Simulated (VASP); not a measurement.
# Ni (Pm-3m) in VASP: further runs

The runs below take Ni through single point, relaxation of cell and atoms, with PBEsol.

Program: VASP 6.6.1. These are calculated values, not measurements. Logs are shortened: lines on timing, memory, paths and dates and some standing lists are left out, and cuts for length are marked.

**1. The cell of the first run**

The structure is cubic, space group Pm-3m (No. 221). Conventional cell: a = 2.254 Å, b = 2.254 Å, c = 2.254 Å, α = 90.00°, β = 90.00°, γ = 90.00°. Ni (site symmetry m-3m) has 6 Ni at 2.25 Å within 3.0 Å.

**2. Single point, PBEsol, collinear spin, ferromagnetic start**

File INCAR:

```
SYSTEM = Ni
PREC = Accurate
ENCUT = 520
EDIFF = 1E-6
ISMEAR = -1
SIGMA = 0.1
LREAL = .FALSE.
LASPH = .TRUE.
NELM = 150
ALGO = Normal
ISIF = 2
LWAVE = .FALSE.
LCHARG = .FALSE.
ISPIN = 2
MAGMOM = 1.5
LORBIT = 11
LMAXMIX = 4
GGA = PS
NBANDS = 15
```

File KPOINTS:

```
Automatic mesh
0
G
  8 8 8
  0 0 0
```

File POSCAR:

```
Ni
1.0
    2.2539421872      0.0000000000      0.0000000000
    0.0000000000      2.2539421872      0.0000000000
    0.0000000000      0.0000000000      2.2539421872
Ni
1
Direct
    0.0000000000      0.0000000000      0.0000000000
```

Potentials or basis: VASP PAW PBE potentials, release 64 (Ni).

Command:

```
$ cat potpaw_PBE.64/Ni/POTCAR > POTCAR
$ mpirun -np 1 vasp_std > vasp.out
```

OUTCAR:

```text
SYSTEM = Ni
   PREC = Accurate
   ENCUT = 520
   EDIFF = 1E-6
   ISMEAR = -1
   LREAL = .FALSE.
   LASPH = .TRUE.
   NELM = 150
   ISIF = 2
   ISPIN = 2
   LORBIT = 11
   GGA = PS

 ion  position               nearest neighbor table
   1  0.000  0.000  0.000-

  LATTYP: Found a simple cubic cell.
 ALAT       =     2.2539421872

  Lattice vectors:

 A1 = (   2.2539421872,   0.0000000000,   0.0000000000)
 A2 = (   0.0000000000,   2.2539421872,   0.0000000000)
 A3 = (   0.0000000000,   0.0000000000,   2.2539421872)

Analysis of symmetry for initial positions (statically):
=====================================================================
 Subroutine PRICEL returns:
 Original cell was already a primitive cell.

 Routine SETGRP: Setting up the symmetry group for a
 simple cubic supercell.

 Subroutine GETGRP returns: Found 48 space group operations
 (whereof 48 operations were pure point group operations)
 out of a pool of 48 trial point group operations.

The static configuration has the point symmetry O_h .

Analysis of symmetry for dynamics (positions and initial velocities):
=====================================================================
 Subroutine PRICEL returns:
 Original cell was already a primitive cell.

 Routine SETGRP: Setting up the symmetry group for a
 simple cubic supercell.

 Subroutine GETGRP returns: Found 48 space group operations
 (whereof 48 operations were pure point group operations)
 out of a pool of 48 trial point group operations.

The dynamic configuration has the point symmetry O_h .

Analysis of structural, dynamic, and magnetic symmetry:
=====================================================================
 Subroutine PRICEL returns:
 Original cell was already a primitive cell.

 Routine SETGRP: Setting up the symmetry group for a
 simple cubic supercell.

 Subroutine GETGRP returns: Found 48 space group operations
 (whereof 48 operations were pure point group operations)
 out of a pool of 48 trial point group operations.

The overall configuration has the point symmetry O_h .

 Subroutine INISYM returns: Found 48 space group operations
 (whereof 48 operations are pure point group operations),
 and found     1 'primitive' translations

----------------------------------------------------------------------------------------

                                     Primitive cell

  volume of cell :      11.4506

  direct lattice vectors                    reciprocal lattice vectors
     2.253942187  0.000000000  0.000000000     0.443667103  0.000000000  0.000000000
     0.000000000  2.253942187  0.000000000     0.000000000  0.443667103  0.000000000
     0.000000000  0.000000000  2.253942187     0.000000000  0.000000000  0.443667103

  length of vectors
     2.253942187  2.253942187  2.253942187     0.443667103  0.443667103  0.443667103

  position of ions in fractional coordinates (direct lattice)
     0.000000000  0.000000000  0.000000000

  ion indices of the primitive-cell ions
   primitive index   ion index
                 1           1

----------------------------------------------------------------------------------------

 KPOINTS: Automatic mesh

Automatic generation of k-mesh.
 Grid dimensions read from file:
 generate k-points for:    8    8    8

 Generating k-lattice:

  Cartesian coordinates                     Fractional coordinates (reciprocal lattice)
     0.055458388  0.000000000  0.000000000     0.125000000  0.000000000  0.000000000
     0.000000000  0.055458388  0.000000000     0.000000000  0.125000000  0.000000000
     0.000000000  0.000000000  0.055458388     0.000000000  0.000000000  0.125000000

  Length of vectors
     0.055458388  0.055458388  0.055458388

  Shift w.r.t. Gamma in fractional coordinates (k-lattice)
     0.000000000  0.000000000  0.000000000

 Subroutine IBZKPT returns following result:
 ===========================================

 Found     35 irreducible k-points:

 Following reciprocal coordinates:
            Coordinates               Weight
  0.000000  0.000000  0.000000      1.000000
  0.125000  0.000000  0.000000      6.000000
  0.250000  0.000000  0.000000      6.000000
  0.375000  0.000000  0.000000      6.000000
  0.500000  0.000000  0.000000      3.000000
  0.125000  0.125000  0.000000     12.000000
[... 16 lines left out ...]
  0.375000  0.375000  0.125000     24.000000
  0.500000  0.375000  0.125000     24.000000
 [... further k-points ...]
   k-points           NKPTS =     35   k-points in BZ     NKDIM =     35   number of bands    NBANDS=     15
   number of dos      NEDOS =    301   number of ions     NIONS =      1
   total plane-waves  NPLWV =   5832
   dimension x,y,z NGX =    18 NGY =   18 NGZ =   18
   dimension x,y,z NGXF=    36 NGYF=   36 NGZF=   36
   ions per type =               1
   NGX,Y,Z   is equivalent  to a cutoff of  13.28, 13.28, 13.28 a.u.
   NGXF,Y,Z  is equivalent  to a cutoff of  26.55, 26.55, 26.55 a.u.
 SYSTEM =  Ni
   PREC   = accura    normal or accurate (medium, high low for compatibility)
   ISTART =      0    job   : 0-new  1-cont  2-samecut
   ICHARG =      2    charge: 1-file 2-atom 10-const
   ISPIN  =      2    spin polarized calculation?
   LNONCOLLINEAR =      F non collinear calculations
   LSORBIT =      F    spin-orbit coupling
   LASPH  =      T    aspherical Exc in radial PAW
   ENCUT  =  520.0 eV  38.22 Ry    6.18 a.u.   4.19  4.19  4.19*2*pi/ulx,y,z
   NELM   =    150;   NELMIN=  2; NELMDL= -5     # of ELM steps
   EDIFF  = 0.1E-05   stopping-criterion for ELM
   LREAL  =      F    real-space projection
   EDIFFG = 0.1E-04   stopping-criterion for IOM
   NSW    =      0    number of steps for IOM
   IBRION =     -1    ionic relax: 0-MD 1-quasi-New 2-CG
   NFREE  =      0    steps in history (QN), initial steepest desc. (CG)
   ISIF   =      2    stress and relaxation
   ISYM   =      2    0-nonsym 1-usesym 2-fastsym
   POTIM  = 0.5000    time-step for ionic-motion
   TEBEG  =    0.0;   TEEND  =   0.0 temperature during run
   PSTRESS=    0.0 pullay stress
   NELECT =      10.0000    total number of electrons
   NUPDOWN=      -1.0000    fix difference up-down
   EMIN   =  10.00;   EMAX   =-10.00  energy-range for DOS
   EFERMI =   0.00;   METHOD = LEGACY
   ISMEAR =    -1;   SIGMA  =   0.10  broadening in eV -4-tet -1-fermi 0-gaus
   EFERMI_NEDOS =   21; number of points for ismear=-14 and -15
   IALGO  =     38    algorithm
   IMIX   =      4    mixing-type and parameters
     AMIX     =   0.40;   BMIX     =  1.00
     AMIX_MAG =   1.60;   BMIX_MAG =  1.00
  volume/ion in A,a.u.               =      11.45        77.27
  Fermi-wavevector in a.u.,A,eV,Ry     =   1.564824  2.957088 33.316218  2.448673
  Thomas-Fermi vector in A             =   2.667390
   LORBIT       =     11    0 simple, 1 ext, 2 COOP (PROOUT), +10 PAW based schemes
   GGA     = PS    functional components
   LHFCALC =     F    Hartree Fock is set to
   AEXX    =    0.0000 exact exchange contribution
   IVDW    =     0    specifies the selected vdW correction
   LEPSILON=     F    determine dielectric tensor
   LRPA    =     F    only Hartree local field effects (RPA)
 spin polarized calculation
  energy-cutoff  :      520.00
  volume of cell :       11.45
 maximum number of plane-waves:       320
 NGX is ok and might be reduce to    18
   NGX =  9   NGY =  9   NGZ =  9

 number of electron      10.0000000 magnetization       1.5000000

 number of electron       9.9999995 magnetization       0.6073901

 Free energy of the ion-electron system (eV)
  ---------------------------------------------------
  ext. energy  EPLUGINS =         0.00000000
  ---------------------------------------------------
  free energy    TOTEN  =        -5.38284224 eV

  energy without entropy =       -5.32371613  energy(sigma->0) =       -5.35327918

 E-fermi :   8.5862     XC(G=0): -13.0390

 val. band max:        8.5701279280   @ k =   0.3750   0.1250   0.1250
 cond. band min:       8.6305801867   @ k =   0.5000   0.1250   0.1250
 fundamental gap:      0.0604522587
 Fermi energy:         8.5861690484

 spin component 1

 k-point     1 :       0.0000    0.0000    0.0000
  band No.  band energies     occupation
      1      -0.1490      1.00000
      2       4.4297      1.00000
      3       4.4297      1.00000
      4       8.2025      0.97889
      5       8.2025      0.97889
      6       8.2025      0.97889
      7      29.0517      0.00000
      8      29.0517      0.00000
      9      29.0517      0.00000
     10      33.0755      0.00000
     11      33.0755      0.00000
     12      37.7238      0.00000
     13      52.0818      0.00000
     14      52.0818      0.00000
     15      52.0818      0.00000
[... 397 lines left out ...]
 k-point    24 :       0.5000    0.3750    0.1250
  band No.  band energies     occupation
      1       4.1322      1.00000
      2       5.6872      1.00000
      3       6.7011      1.00000
      4       6.9025      1.00000
      5       8.3137      0.93845
      6      13.5004      0.00000
      7      13.9930      0.00000
      8      22.4558      0.00000
      9      23.1960      0.00000
     10      34.6434      0.00000
     11      36.7491      0.00000
     12      40.9305      0.00000
     13      45.9625      0.00000
     14      48.5223      0.00000
     15      50.8908      0.00000

 [... further k-points ...]

 spin component 2

 k-point     1 :       0.0000    0.0000    0.0000
  band No.  band energies     occupation
      1      -0.0854      1.00000
      2       4.9688      1.00000
      3       4.9688      1.00000
      4       8.8831      0.04883
      5       8.8831      0.04883
      6       8.8831      0.04883
      7      29.1514      0.00000
      8      29.1514      0.00000
      9      29.1514      0.00000
     10      33.2440      0.00000
     11      33.2440      0.00000
     12      37.7946      0.00000
     13      52.1544      0.00000
     14      52.1544      0.00000
     15      52.1544      0.00000
[... 397 lines left out ...]
 k-point    24 :       0.5000    0.3750    0.1250
  band No.  band energies     occupation
      1       4.5689      1.00000
      2       6.2255      1.00000
      3       7.2999      1.00000
      4       7.5047      0.99998
      5       8.9467      0.02647
      6      13.6724      0.00000
      7      14.2206      0.00000
      8      22.6162      0.00000
      9      23.4454      0.00000
     10      34.7016      0.00000
     11      36.8862      0.00000
     12      40.9736      0.00000
     13      46.2257      0.00000
     14      48.5794      0.00000
     15      51.1346      0.00000

 [... further k-points ...]
[... 5 lines left out ...]
  --------------------------------------------------------------------------------------
  -------------------------------------------------------------------------------------
  Total        0.7021212      0.7021212      0.7021212      0.0000000     -0.0000000      0.0000000
  in kB       98.2413524     98.2413524     98.2413524      0.0000000     -0.0000000      0.0000000
  external PRESSURE =      98.2413524 kB  Pullay stress =       0.0000000 kB

 VOLUME and BASIS-vectors are now :
 -----------------------------------------------------------------------------
  energy-cutoff  :      520.00
  volume of cell :       11.45
      direct lattice vectors                 reciprocal lattice vectors
     2.253942187  0.000000000  0.000000000     0.443667103  0.000000000  0.000000000
     0.000000000  2.253942187  0.000000000     0.000000000  0.443667103  0.000000000
     0.000000000  0.000000000  2.253942187     0.000000000  0.000000000  0.443667103

 POSITION                                       TOTAL-FORCE (eV/Angst)
 -----------------------------------------------------------------------------------
      0.00000      0.00000      0.00000         0.000000      0.000000      0.000000
 -----------------------------------------------------------------------------------
    total drift:                                0.000000      0.000000      0.000000

  FREE ENERGIE OF THE ION-ELECTRON SYSTEM (eV)
  ---------------------------------------------------
  free  energy   TOTEN  =        -5.3828422374 eV

  energy  without entropy=       -5.3237161319  energy(sigma->0) =       -5.35327918

 total charge

# of ion       s       p       d       tot
------------------------------------------
    1        0.551   0.459   8.397   9.407

 magnetization (x)

# of ion       s       p       d       tot
------------------------------------------
    1        0.001   0.006   0.597   0.604
```

Run time: 8.6 s. Hardware: 1 thread of Intel Xeon 6975P-C, shared host; peak memory 0.13 GiB.

Results:

* Free energy: -5.3828 eV
* Pressure: 9.8 GPa
* Net moment: 0.61 μB per cell
* Site moments: Ni +0.60 μB
* Valence electrons inside the program's atomic spheres: Ni 9.41

Levels at points of the mesh, in eV from the Fermi level:
Spin up:
| k point | band 2 | band 3 | band 4 | band 5 | band 6 | band 7 | band 8 | band 9 |
| --- | --- | --- | --- | --- | --- | --- | --- | --- |
| (0.00, 0.00, 0.00) | -4.16 | -4.16 | -0.38 | -0.38 | -0.38 | 20.47 | 20.47 | 20.47 |
| (0.50, 0.00, 0.00) | -3.67 | -1.58 | -1.58 | -1.43 | -0.28 | 3.98 | 25.31 | 27.97 |
| (0.50, 0.50, 0.00) | -3.24 | -1.34 | -1.34 | 0.41 | 5.32 | 5.32 | 11.77 | 12.38 |
| (0.50, 0.50, 0.50) | -3.76 | -3.76 | 0.47 | 0.47 | 12.52 | 12.52 | 12.52 | 14.03 |
Spin down:
```tsv
k point	band 3	band 4	band 5	band 6	band 7	band 8
(0.00, 0.00, 0.00)	-3.62	0.30	0.30	0.30	20.57	20.57
(0.50, 0.00, 0.00)	-1.40	-0.95	-0.95	0.41	4.43	25.30
(0.50, 0.50, 0.00)	-0.69	-0.69	1.10	5.40	5.40	11.99
(0.50, 0.50, 0.50)	-3.24	1.17	1.17	12.66	12.66	12.66
```

Caveat: the PAW data sets were made with another functional, which shifts forces and pressure a little.

**3. Single point, PBEsol, collinear spin, ferromagnetic start**

This run uses another cell than the first one, of 12.09 Å³/atom, 1.055 times its volume.

File INCAR:

```
PREC = Accurate ; ENCUT = 520
EDIFF = 1E-6 ; ISMEAR = -1
SIGMA = 0.1 ; LREAL = False
LASPH = True ; NELM = 150
ALGO = Normal ; ISIF = 2
LWAVE = False ; LCHARG = False
ISPIN = 2 ; MAGMOM = 1.5
LORBIT = 11 ; LMAXMIX = 4
GGA = PS ; NBANDS = 15
```

File KPOINTS:

```
Automatic mesh
0
Gamma
  8 8 8
```

File POSCAR:

```
Ni
1.0
    2.2948739169      0.0000000000      0.0000000000
    0.0000000000      2.2948739169      0.0000000000
    0.0000000000      0.0000000000      2.2948739169
Ni
1
Direct
    0.0000000000      0.0000000000      0.0000000000
```

Potentials or basis: VASP PAW PBE potentials, release 64 (Ni).

Command:

```
$ cat potpaw_PBE.64/Ni/POTCAR > POTCAR
$ mpirun -np 1 vasp_std > vasp.out
```

Wall time 8.6 s (1 thread of Intel Xeon 6975P-C, shared host); peak memory 0.13 GiB.

It converged, with:

```yaml
Free_energy: -5.4010 eV
Pressure: 0.0 GPa
Net_moment: 0.64 μB per cell
Site_moments: Ni +0.64 μB
Valence_electrons_inside_the_program's_atomic_spheres: Ni 9.31
```

Levels at points of the mesh, in eV from the Fermi level:
Spin up:
| k point | band 3 | band 4 | band 5 | band 6 | band 7 | band 8 |
| --- | --- | --- | --- | --- | --- | --- |
| (0.00, 0.00, 0.00) | -3.92 | -0.43 | -0.43 | -0.43 | 19.80 | 19.80 |
| (0.50, 0.00, 0.00) | -1.53 | -1.53 | -1.27 | -0.34 | 3.67 | 24.80 |
| (0.50, 0.50, 0.00) | -1.31 | -1.31 | 0.30 | 5.17 | 5.17 | 11.42 |
| (0.50, 0.50, 0.50) | -3.52 | 0.36 | 0.36 | 11.99 | 11.99 | 11.99 |
Spin down:
```tsv
k point	band 1	band 2	band 3	band 4	band 5	band 6	band 7	band 8	band 9	band 10
(0.00, 0.00, 0.00)	-8.32	-3.34	-3.34	0.29	0.29	0.29	19.89	19.89	19.89	23.84
(0.50, 0.00, 0.00)	-3.86	-2.86	-1.24	-0.86	-0.86	0.39	4.15	24.77	27.19	27.55
(0.50, 0.50, 0.00)	-4.04	-2.52	-0.63	-0.63	1.03	5.24	5.24	11.64	11.94	31.74
(0.50, 0.50, 0.50)	-2.98	-2.98	-2.98	1.09	1.09	12.13	12.13	12.13	13.83	17.52
```

Caveat: the PAW data sets were made with another functional, which shifts forces and pressure a little.

(Part 1 of 2 ends here.)
